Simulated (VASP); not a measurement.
The system is BeZnSe2.

```xyz
4
Lattice="3.9817 0.0000 0.0000 -1.9909 3.4483 0.0000 0.0000 0.0000 6.1344" Properties=species:S:1:pos:R:3 pbc="T T T"
Be    0.0000    2.2988    0.0000
Zn    1.9909    1.1494    3.0672
Se    1.9909    1.1494    0.0000
Se    0.0000    0.0000    0.0000
```

```yaml
Program: VASP 6.6.1
Task: relaxation of cell and atoms
Functional: PBE
Potentials_or_basis: VASP PAW PBE potentials, release 64 (Be, Zn, Se)
Cutoff: 600 eV
k_mesh: 6 × 6 × 4
Occupations: gaussian, width 0.1 eV
Spin: no spin polarisation
```

At the start: pressure 26.3 GPa; volume 21.06 Å³/atom.

Q: Where does the relaxation end?

A: Over 10 steps the energy falls by 691.6 meV/atom and the volume is 25.90 Å³/atom (+23.0 %); space group P-6m2 (No. 187, to 0.05 Å).

Step by step:
```tsv
step	energy change (eV)	largest force (eV/Å)	pressure (GPa)	volume (Å³)
1	0.0000	0.0000	26.25	84.23
2	-2.3549	0.0000	-4.49	131.73
3	-2.6433	0.0000	-0.25	113.62
4	-2.6457	0.0000	-0.71	115.09
5	-2.6453	0.0000	-0.52	114.42
6	-2.6730	0.0000	-0.47	112.71
7	-2.7504	0.0000	-0.22	107.53
8	-2.7212	0.0000	1.52	96.98
9	-2.7649	0.0000	0.38	102.57
10	-2.7664	0.0000	0.17	103.62
```

Final structure:
```
Be Zn Se
1.0
     4.65484    0.00000    0.00000
    -2.32742    4.03121    0.00000
     0.00000    0.00000    5.52189
Be Zn Se
1 1 2
Direct
  0.33333 0.66667 0.00000
  0.66667 0.33333 0.50000
  0.66667 0.33333 0.00000
  0.00000 0.00000 0.00000
```

Caveat: the volume moved by over 15 % at a fixed basis, so the end points are rough.
